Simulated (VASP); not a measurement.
## TiC: relaxation of cell and atoms with HSE06

TiC:

```
Ti C
1.0
     0.00000    2.16572    2.16572
     2.16572    0.00000    2.16572
     2.16572    2.16572    0.00000
Ti C
1 1
Direct
  0.00000 0.00000 0.00000
  0.50000 0.50000 0.50000
```

```
Program                            : VASP 6.6.1
Task                               : relaxation of cell and atoms
Functional                         : HSE06
Potentials or basis                : VASP PAW PBE potentials, release 64 (Ti_sv, C)
Cutoff                             : 600 eV
k mesh                             : 6 × 6 × 6
Occupations                        : fermi-dirac, width 0.05 eV
Spin                               : no spin polarisation
Dipole correction                  : no
Grid for exact exchange (PRECFOCK) : Normal
Further INCAR settings             : ALGO = Normal; EDIFF = 1e-06; IBRION = 2; EDIFFG = -0.01; NSW = 60; ISIF = 3
Share of exact exchange            : 0.25
Screening parameter                : 0.2079 1/Å
```

```yaml
Relaxed_volume: 9.98 Å³/atom
Relaxed_cell: a = 3.045 Å, b = 3.045 Å, c = 3.045 Å, α = 60.00°, β = 60.00°, γ = 60.00°
Space_group_after_relaxing_to_0.1_Å: Fm-3m (No. 225)
Energy_gained_by_relaxing: 2.7 meV/atom
Ionic_steps: 3
Pressure_after_relaxing: 0.1 GPa
Band_gap_on_the_k_mesh: zero (bands 8 and 9 overlap by 1.81 eV)
```

Step by step:
```tsv
step	energy change (eV)	largest force (eV/Å)	pressure (GPa)	volume (Å³)
1	0.0000	0.0000	-4.80	20.32
2	0.0064	0.0000	7.44	19.43
3	-0.0055	0.0000	0.05	19.96
```

Final structure:
```xyz
2
Lattice="0.0000 2.1529 2.1529 2.1529 0.0000 2.1529 2.1529 2.1529 0.0000" Properties=species:S:1:pos:R:3 pbc="T T T"
Ti    0.0000    0.0000    0.0000
C     2.1529    2.1529    2.1529
```

Levels at points of the mesh, in eV from the Fermi level:
```
           k point  band 6  band 7  band 8  band 9  band 10  band 11
(0.00, 0.00, 0.00)    1.47    1.47    1.47    2.06     2.06     2.06
(0.50, 0.00, 0.00)   -6.79   -3.43   -3.43    4.17     4.17     5.49
(0.50, 0.50, 0.00)   -4.14   -1.43   -0.06   -0.06     3.44     4.87
```

Wall time 43 min on 1 thread of Intel(R) Xeon(R) 6975P-C (Granite Rapids), on a shared host, peak memory 0.25 GiB.

Caveat: the k points lie up to 0.42 Å⁻¹ apart in the final cell, too coarse for converged energies and pressures of a metal; the PAW data sets were made with another functional, which shifts forces and pressure a little.
